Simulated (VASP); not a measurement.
Set up this calculation in VASP 6.6.1, as the native input.

```
Task                   : single point
Functional             : LDA
Potentials or basis    : VASP PAW LDA potentials, release 64 (K_sv, F)
Cutoff                 : 520 eV
k mesh                 : 8 × 8 × 8
Occupations            : gaussian, width 0.01 eV
Spin                   : no spin polarisation
Dipole correction      : no
Further INCAR settings : ALGO = Normal; EDIFF = 1e-06; NBANDS = 15
```

The structure of KF lies in POSCAR:

```
KF
1.0
    3.0678140382      0.0000000000      0.0000000000
    0.0000000000      3.0678140382      0.0000000000
    0.0000000000      0.0000000000      3.0678140382
K F
1 1
Direct
    0.0000000000      0.0000000000      0.0000000000
    0.5000000000      0.5000000000      0.5000000000
```

The input as run:

INCAR

```
SYSTEM = KF
  PREC = Accurate
  ENCUT = 520
  EDIFF = 1E-6
  ISMEAR = 0
  SIGMA = 0.01
  LREAL = .FALSE.
  LASPH = .TRUE.
  NELM = 100
  ALGO = Normal
  ISIF = 2
  LWAVE = .FALSE.
  LCHARG = .FALSE.
  NBANDS = 15
```

KPOINTS

```
Automatic mesh
0
G
  8 8 8
  0 0 0
```

Potentials or basis: VASP PAW LDA potentials, release 64 (K_sv, F).

Command:

```console
$ cat potpaw_LDA.64/K_sv/POTCAR potpaw_LDA.64/F/POTCAR > POTCAR
$ mpirun -np 1 vasp_std > vasp.out
```

It gave:

```
Pressure               : 1.2 GPa
Band gap on the k mesh : 7.34 eV, direct
```

It took 8.8 s on 1 thread of AMD EPYC 7R43 64-Core Processor (Zen 3) (shared host), peak memory 0.1 GiB.
